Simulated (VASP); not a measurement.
# Cu36B (a cell with a defect) in VASP: notebook

The runs below take Cu36B (a cell with a defect) through single point, with PBE.

All numbers are computed with VASP 6.6.1; they aren't measurements. Logs are shortened: lines on timing, memory, paths and dates and some standing lists are left out, and cuts for length are marked.

## 1. The cell of the first run

The cell holds a defect, 37 atoms: a = 7.701 Å, b = 7.701 Å, c = 10.268 Å, α = 60.00°, β = 60.00°, γ = 60.00°.

## 2. Single point, PBE

Contents of INCAR:

```
ALGO = Normal
EDIFF = 1E-6
ENCUT = 520
GGA = PE
ISIF = 2
ISMEAR = 1
LASPH = True
LCHARG = False
LREAL = Auto
LWAVE = False
NBANDS = 224
NELM = 60
PREC = Accurate
SIGMA = 0.1
```

Contents of KPOINTS:

```
k-points
0
Gamma
  1 1 1
```

Contents of POSCAR:

```
Cu36B
1.0
    0.0000000000      5.4455251000      5.4455251000
    5.4455251000      0.0000000000      5.4455251000
    7.2607001300      7.2607001300      0.0000000000
Cu B
36 1
Direct
    0.0007759287     -0.0000158266      0.0002134551
    0.0015938428      0.0009010186      0.2508409594
    0.0003014726     -0.0002812632      0.4989074692
    0.0011998875      0.0005344047      0.7495082527
    0.0094930934      0.3315744494     -0.0055017399
    0.0045146724      0.3353720803      0.2465145951
   -0.0011259946      0.3326650243      0.5003062323
   -0.0026679177      0.3329363583      0.7544358856
    0.0046227029      0.6675711518     -0.0047227647
    0.0030368773      0.6678931086      0.2494314898
   -0.0024845005      0.6651472739      0.5032123676
   -0.0075267261      0.6689646896      0.7552146475
    0.3323545760      0.0087125251     -0.0055080542
    0.3363500420      0.0035018433      0.2464789540
    0.3332203570     -0.0016803831      0.5002774272
    0.3335877315     -0.0032865953      0.7543959558
    0.3338874645      0.3330540461     -0.0007888057
    0.3366186698      0.3357644308      0.2478899539
    0.3201754449      0.3196942363      0.5113606553
    0.3351295562      0.3344991996      0.7487282385
    0.3347797003      0.6667479779     -0.0021558481
    0.3284538163      0.6854365829      0.2360238587
    0.3156141842      0.6728997992      0.5136169739
    0.3344269763      0.6665517646      0.7517951297
    0.6684181080      0.0037572263     -0.0047013579
    0.6687056898      0.0022276711      0.2494470716
    0.6656583015     -0.0029513050      0.5031882102
    0.6695947238     -0.0080665169      0.7551182585
    0.6675249483      0.3339580037     -0.0020862022
    0.6862749729      0.3278289286      0.2360846386
    0.6734817050      0.3152918710      0.5135017476
    0.6671797069      0.3337611787      0.7518190898
    0.6668155881      0.6661349952      0.0008887616
    0.6817663452      0.6806648286      0.2384628509
    0.6653364732      0.6648017084      0.5018429621
    0.6680998720      0.6674702264      0.7504553233
    0.5007279025      0.5003683725      0.3748848725
```

Potentials or basis: VASP PAW PBE potentials, release 64 (Cu, B).

Command:

```
$ cat potpaw_PBE.64/Cu/POTCAR potpaw_PBE.64/B/POTCAR > POTCAR
$ mpirun -np 1 vasp_gam > vasp.out
```

OUTCAR:

```text
EDIFF = 1E-6
   ENCUT = 520
   GGA = PE
   ISIF = 2
   ISMEAR = 1
   LASPH = True
   LREAL = Auto
   NELM = 60
   PREC = Accurate

 ion  position               nearest neighbor table
   1  0.001  1.000  0.000-  16 2.54   8 2.54  10 2.56  26 2.56  13 2.56   5 2.56  29 2.57  21 2.57
                             4 2.57  25 2.57   9 2.57   2 2.58
   2  0.002  0.001  0.251-  30 2.48  22 2.48   3 2.54   6 2.57  26 2.57  14 2.57  10 2.57   1 2.58
                            11 2.59  27 2.59   5 2.59  13 2.59
   3  0.000  1.000  0.499-  23 2.48  31 2.48   2 2.54  11 2.57  15 2.57  27 2.57   7 2.57   4 2.58
                             6 2.59  28 2.59  14 2.59  12 2.59
   4  0.001  0.001  0.750-  25 2.54   9 2.54  15 2.56   7 2.56  12 2.56  28 2.56  24 2.57  32 2.57
                            16 2.57   1 2.57   8 2.57   3 2.58
   5  0.009  0.332  0.994-  30 2.49  13 2.49   8 2.51  20 2.52  17 2.53  12 2.53   1 2.56   9 2.57
                             6 2.58   2 2.59  29 2.61  33 2.61
   6  0.005  0.335  0.247-  30 2.54  17 2.54  14 2.56   2 2.57  18 2.57   9 2.57  10 2.57   7 2.57
                            34 2.58   5 2.58   3 2.59  31 2.65
   7  0.999  0.333  0.500-  19 2.48  31 2.51   4 2.56  35 2.56   3 2.57  32 2.57  11 2.57   6 2.57
                            15 2.57  10 2.58  18 2.60   8 2.60
   8  0.997  0.333  0.754-  19 2.49   5 2.51  29 2.52   1 2.54  32 2.55  36 2.56  11 2.57   4 2.57
                            12 2.57  20 2.58  16 2.59   7 2.60
   9  0.005  0.668  0.995-  34 2.49  12 2.51  24 2.52   4 2.54  21 2.55  17 2.56   6 2.57   1 2.57
[... 40 lines left out ...]
                            26 2.57   1 2.57  33 2.57   5 2.61
  30  0.686  0.328  0.236-  37 1.95   2 2.48   5 2.49  29 2.50  26 2.51  33 2.51   6 2.54  18 2.60
                            27 2.65  34 2.71  31 2.75  22 2.75
  31  0.673  0.315  0.514-  37 1.95   3 2.48  28 2.49  32 2.50   7 2.51  20 2.51  27 2.54  35 2.60
                             6 2.65  19 2.72  30 2.75  23 2.75
  32  0.667  0.334  0.752-  31 2.50  25 2.52  29 2.53   8 2.55  17 2.55  35 2.56  24 2.56  36 2.57
                             7 2.57   4 2.57  20 2.57  28 2.61
  33  0.667  0.666  0.001-  22 2.51  30 2.51  12 2.52  28 2.52  34 2.56  36 2.56  21 2.57  29 2.57
                            25 2.58   9 2.58  13 2.61   5 2.61
  34  0.682  0.681  0.238-  37 1.97  10 2.48  26 2.48   9 2.49  25 2.49  33 2.56   6 2.58  14 2.58
                            35 2.59  30 2.71  22 2.72
  35  0.665  0.665  0.502-  24 2.56  32 2.56  15 2.56   7 2.56  11 2.57  27 2.57  36 2.57  34 2.59
                            26 2.60  10 2.60  31 2.60  23 2.61
  36  0.668  0.667  0.750-  12 2.53  28 2.53  11 2.54  27 2.54  21 2.55  29 2.55  16 2.56   8 2.56
                            33 2.56  24 2.57  32 2.57  35 2.57
  37  0.501  0.500  0.375-  22 1.95  23 1.95  31 1.95  30 1.95  19 1.97  34 1.97

  LATTYP: Found a base centered monoclinic cell.
 ALAT       =    13.3387578765
 B/A-ratio  =     0.5773502692
 C/A-ratio  =     0.7698003586
 COS(beta)  =    -0.5773502692

  Lattice vectors:

 A1 = (   0.0000000000,  -5.4455251000,  -5.4455251000)
 A2 = (  -5.4455251000,   0.0000000000,  -5.4455251000)
 A3 = (   7.2607001300,   7.2607001300,   0.0000000000)

[... 189 lines left out ...]
   IALGO  =     38    algorithm
   IMIX   =      4    mixing-type and parameters
     AMIX     =   0.40;   BMIX     =  1.00
     AMIX_MAG =   1.60;   BMIX_MAG =  1.00
  volume/ion in A,a.u.               =      11.64        78.54
  Fermi-wavevector in a.u.,A,eV,Ry     =   1.596013  3.016027 34.657547  2.547258
  Thomas-Fermi vector in A             =   2.693842
   LORBIT       =      0    0 simple, 1 ext, 2 COOP (PROOUT), +10 PAW based schemes
   GGA     = PE    functional components
   LHFCALC =     F    Hartree Fock is set to
   AEXX    =    0.0000 exact exchange contribution
   IVDW    =     0    specifies the selected vdW correction
   LEPSILON=     F    determine dielectric tensor
   LRPA    =     F    only Hartree local field effects (RPA)
 non-spin polarized calculation
 Methfessel and Paxton  Order N= 1 SIGMA  =   0.10
  energy-cutoff  :      520.00
  volume of cell :      430.61
 maximum number of plane-waves:      5800
 NGX is ok and might be reduce to    60
   NGX = 29   NGY = 29   NGZ = 39

 number of electron     398.9999982 magnetization

 Free energy of the ion-electron system (eV)
  ---------------------------------------------------
  ext. energy  EPLUGINS =         0.00000000
  ---------------------------------------------------
  free energy    TOTEN  =      -146.00711227 eV

  energy without entropy =     -145.97637796  energy(sigma->0) =     -145.99686750

 E-fermi :   8.0221     XC(G=0): -12.7291

 val. band max:        8.0150556554   @ k =   0.0000   0.0000   0.0000
 cond. band min:       8.4120577105   @ k =   0.0000   0.0000   0.0000
 fundamental gap:      0.3970020551
 Fermi energy:         8.0220939800

 k-point     1 :       0.0000    0.0000    0.0000
  band No.  band energies     occupation
      1      -2.4625      2.00000
      2      -0.8673      2.00000
      3       0.1893      2.00000
      4       0.6844      2.00000
      5       1.0271      2.00000
      6       1.0885      2.00000
[... 203 lines left out ...]
    210      10.5218      0.00000
    211      10.7111      0.00000
 [bands above 211 left out]

------------------------ aborting loop because EDIFF is reached ----------------------------------------

  FORCE on cell =-STRESS in cart. coord.  units (eV):
  Direction    XX          YY          ZZ          XY          YZ          ZX
  --------------------------------------------------------------------------------------
  -------------------------------------------------------------------------------------
  Total        4.2565173      4.2201082      0.3776202     13.8973998     -3.6551593     -3.7344265
  in kB       15.8371474     15.7016809      1.4050048     51.7078058    -13.5996854    -13.8946137
  external PRESSURE =      10.9812777 kB  Pullay stress =       0.0000000 kB

 VOLUME and BASIS-vectors are now :
 -----------------------------------------------------------------------------
  energy-cutoff  :      520.00
  volume of cell :      430.61
      direct lattice vectors                 reciprocal lattice vectors
     0.000000000  5.445525100  5.445525100    -0.091818510  0.091818510  0.091818510
     5.445525100  0.000000000  5.445525100     0.091818510 -0.091818510  0.091818510
     7.260700130  7.260700130  0.000000000     0.068863882  0.068863882 -0.068863882

 POSITION                                       TOTAL-FORCE (eV/Angst)
 -----------------------------------------------------------------------------------
      5.44699      0.00578      5.44966        -0.001450     -0.001313      0.000847
      1.82619      1.82996      0.01359         0.001527      0.001883      0.004407
      9.06641      3.62406      5.44564        -0.002814     -0.002989     -0.003718
      5.44486      5.44849      0.00944         0.001864      0.001536     -0.001150
      9.02635      7.27245      1.85729        -0.002328     -0.003542      0.004121
      3.61615      1.81445      1.85086         0.004663     -0.001164     -0.006865
[... 29 lines left out ...]
      9.08356      9.08699      7.27288         0.006349      0.006347      0.000524
      5.44670      5.44865      5.45149        -0.005642      0.001027      0.001946
 -----------------------------------------------------------------------------------
    total drift:                                0.000656      0.000982     -0.000345

  FREE ENERGIE OF THE ION-ELECTRON SYSTEM (eV)
  ---------------------------------------------------
  free  energy   TOTEN  =      -146.0071122687 eV

  energy  without entropy=     -145.9763779624  energy(sigma->0) =     -145.99686750
```

OSZICAR:

```text
N       E                     dE             d eps       ncg     rms          rms(c)
DAV:   1     0.587079844532E+04    0.58708E+04   -0.18086E+05   472   0.367E+03
DAV:   2     0.116906228038E+04   -0.47017E+04   -0.45980E+04   448   0.942E+02
DAV:   3    -0.305767836888E+02   -0.11996E+04   -0.11468E+04   448   0.369E+02
[... 12 lines left out ...]
DAV:  16    -0.146007137121E+03    0.71394E-05   -0.49171E-04   528   0.324E-01    0.364E-02
DAV:  17    -0.146007144246E+03   -0.71251E-05   -0.17524E-04   544   0.125E-01    0.387E-02
DAV:  18    -0.146007119244E+03    0.25002E-04   -0.64392E-05   528   0.979E-02    0.220E-02
DAV:  19    -0.146007111410E+03    0.78335E-05   -0.64174E-05   552   0.584E-02    0.551E-03
DAV:  20    -0.146007112269E+03   -0.85843E-06   -0.99462E-06   456   0.338E-02
   1 F= -.14600711E+03 E0= -.14599687E+03  d E =-.307343E-01
```

stdout:

```text
POSCAR found type information on POSCAR CuB
 POSCAR found :  2 types and      37 ions
 scaLAPACK will be used
 LDA part: xc-table for (Slater+PW92), standard interpolation
 POSCAR, INCAR and KPOINTS ok, starting setup
 FFT: planning ... GRIDC
 FFT: planning ... GRID_SOFT
 FFT: planning ... GRID
 WAVECAR not read
 entering main loop
```

Wall time 6 min (1 thread of Intel Xeon Platinum 8488C (Sapphire Rapids), shared host); peak memory 0.61 GiB.

Results:

```yaml
Free_energy: -146.0071 eV
Pressure: 1.1 GPa
Largest_force: 0.024 eV/Å
```

Forces in eV/Å, atoms in the order of the input:
```
Cu  -0.001 -0.001  0.001
Cu   0.002  0.002  0.004
Cu  -0.003 -0.003 -0.004
Cu   0.002  0.002 -0.001
Cu  -0.002 -0.004  0.004
Cu   0.005 -0.001 -0.007
Cu   0.000 -0.002  0.002
Cu   0.006  0.009  0.001
Cu  -0.004 -0.008 -0.002
Cu   0.000  0.001 -0.001
Cu  -0.006  0.000  0.007
Cu   0.003  0.003 -0.005
Cu  -0.004 -0.003  0.005
Cu   0.001  0.004 -0.008
Cu  -0.002  0.001  0.001
Cu   0.009  0.006  0.001
Cu  -0.005 -0.005  0.000
Cu   0.007  0.006  0.009
Cu   0.003  0.003 -0.016
Cu   0.006  0.007 -0.002
Cu  -0.004  0.003  0.005
Cu   0.003 -0.024  0.000
Cu   0.022  0.000  0.000
Cu  -0.003  0.004 -0.004
Cu  -0.007 -0.005 -0.002
Cu   0.002 -0.001  0.000
Cu   0.000 -0.004  0.007
Cu   0.004  0.004 -0.006
Cu   0.004 -0.004  0.005
Cu  -0.022  0.000 -0.001
Cu  -0.002  0.023 -0.002
Cu   0.005 -0.003 -0.004
Cu  -0.006 -0.006  0.001
Cu  -0.003 -0.006  0.017
Cu  -0.007 -0.007 -0.008
Cu   0.006  0.006  0.001
B   -0.006  0.001  0.002
```

Levels at points of the mesh, in eV from the Fermi level:
```
           k point  band 197  band 198  band 199  band 200  band 201  band 202  band 203  band 204
(0.00, 0.00, 0.00)     -1.00     -0.85     -0.06     -0.01      0.39      0.48      0.62      0.68
```

Caveat: the k points lie up to 1.00 Å⁻¹ apart.

## 3. Single point, PBE

Contents of INCAR:

```
SYSTEM = Cu36B
  ALGO = Normal
  EDIFF = 1E-6
  ENCUT = 520
  GGA = PE
  ISIF = 2
  ISMEAR = 1
  LASPH = .TRUE.
  LCHARG = .TRUE.
  LELF = .TRUE.
  LREAL = Auto
  LVHAR = .TRUE.
  LWAVE = .FALSE.
  NBANDS = 224
  NELM = 100
  PREC = Accurate
  SIGMA = 0.1
```

Contents of KPOINTS:

```
k-points
0
G
  1 1 1
  0 0 0
```

Contents of POSCAR:

```
Cu36B
1.0
    0.0000000000      5.4455251000      5.4455251000
    5.4455251000      0.0000000000      5.4455251000
    7.2607001300      7.2607001300      0.0000000000
Cu B
36 1
Direct
    0.0003763562      0.0005231396     -0.0020183910
   -0.0061661376      0.0193464676      0.2363231199
   -0.0191280695      0.0065843072      0.5136662891
   -0.0000918605      0.0000808807      0.7518682225
   -0.0019311259      0.3422615829     -0.0053589621
    0.0018827730      0.3370929591      0.2467022161
   -0.0013043860      0.3318281410      0.5004189659
   -0.0006679510      0.3302978613      0.7543596409
   -0.0004772417      0.6666951481     -0.0005903573
    0.0023330515      0.6695194509      0.2480656222
   -0.0138543591      0.6532299958      0.5114052044
    0.0006569992      0.6680872863      0.7489302246
    0.3323559279     -0.0003065973      0.0010077381
    0.3474067433      0.0142351335      0.2384186103
    0.3308212330     -0.0019192659      0.5018404858
    0.3336831900      0.0009098947      0.7504627004
    0.3339636069      0.3373247560     -0.0045458913
    0.3345157123      0.3358185951      0.2495116576
    0.3314276035      0.3302218724      0.5032348790
    0.3351395735      0.3253921445      0.7551572245
    0.3333594212      0.6675813406     -0.0019260477
    0.3520792183      0.6611536642      0.2365417039
    0.3392029860      0.6482679085      0.5135447618
    0.3328160102      0.6670756054      0.7518765416
    0.6702388241      0.0010728601     -0.0045693568
    0.6686342954      0.0017111649      0.2494803997
    0.6631453064     -0.0013761132      0.5032016083
    0.6581037926      0.0024057364      0.7552242684
    0.6664489063      0.3335931259      0.0002927084
    0.6674123717      0.3346238851      0.2508678532
    0.6657756167      0.3330508841      0.4989755461
    0.6668453902      0.3340072737      0.7495306250
    0.6749555786      0.6652933034     -0.0052601200
    0.6702064246      0.6689305007      0.2466948798
    0.6645792414      0.6659781067      0.5003956027
    0.6630908554      0.6665310320      0.7544020497
    0.1663771770      0.8341625700      0.3749866980
```

Potentials or basis: VASP PAW PBE potentials, release 64 (Cu, B).

Command:

```
$ cat potpaw_PBE.64/Cu/POTCAR potpaw_PBE.64/B/POTCAR > POTCAR
$ mpirun -np 1 vasp_gam > vasp.out
```

Wall time 5 min (1 thread of Intel Xeon Platinum 8488C (Sapphire Rapids), shared host); peak memory 0.61 GiB.

It converged, with:

```yaml
Free_energy: -146.0069 eV
Pressure: 1.1 GPa
Largest_force: 0.031 eV/Å
```

Forces on the atoms (eV/Å):
```
Cu  -0.010  0.003  0.002
Cu  -0.014 -0.023  0.001
Cu   0.024  0.014  0.002
Cu  -0.002  0.011 -0.002
Cu  -0.005 -0.010  0.008
Cu   0.001  0.007  0.006
Cu  -0.005  0.003  0.009
Cu   0.011  0.008 -0.007
Cu  -0.006 -0.003  0.003
Cu   0.002  0.004  0.007
Cu  -0.001 -0.004 -0.030
Cu   0.002  0.006  0.000
Cu  -0.005 -0.003  0.000
Cu   0.003 -0.002  0.029
Cu  -0.005 -0.004 -0.006
Cu   0.006  0.009 -0.004
Cu  -0.009 -0.006  0.005
Cu   0.003 -0.007 -0.008
Cu   0.000 -0.009  0.001
Cu   0.007  0.012 -0.007
Cu   0.000 -0.012  0.000
Cu  -0.026 -0.017  0.001
Cu   0.014  0.021  0.002
Cu   0.011  0.000  0.000
Cu  -0.005 -0.010  0.004
Cu  -0.005  0.003 -0.008
Cu  -0.008  0.000 -0.003
Cu   0.012  0.005 -0.010
Cu  -0.004 -0.006  0.004
Cu  -0.002 -0.005 -0.003
Cu   0.005  0.002  0.004
Cu   0.006  0.004 -0.006
Cu  -0.011 -0.005  0.007
Cu   0.008  0.000  0.001
Cu   0.005 -0.003  0.007
Cu   0.007  0.009 -0.007
B   -0.007  0.006  0.000
```

Stress tensor (GPa, compression positive):
```
 1.56  5.15 -1.38
 5.15  1.56 -1.38
-1.38 -1.38  0.13
```

Levels at points of the mesh, in eV from the Fermi level:
```csv
k point,band 196,band 197,band 198,band 199,band 200,band 201,band 202,band 203,band 204,band 205
"(0.00, 0.00, 0.00)",-1.57,-1.00,-0.85,-0.06,-0.01,0.39,0.48,0.63,0.68,0.70
```

Caveat: the k points lie up to 1.00 Å⁻¹ apart.

[end of part 1 of 2]
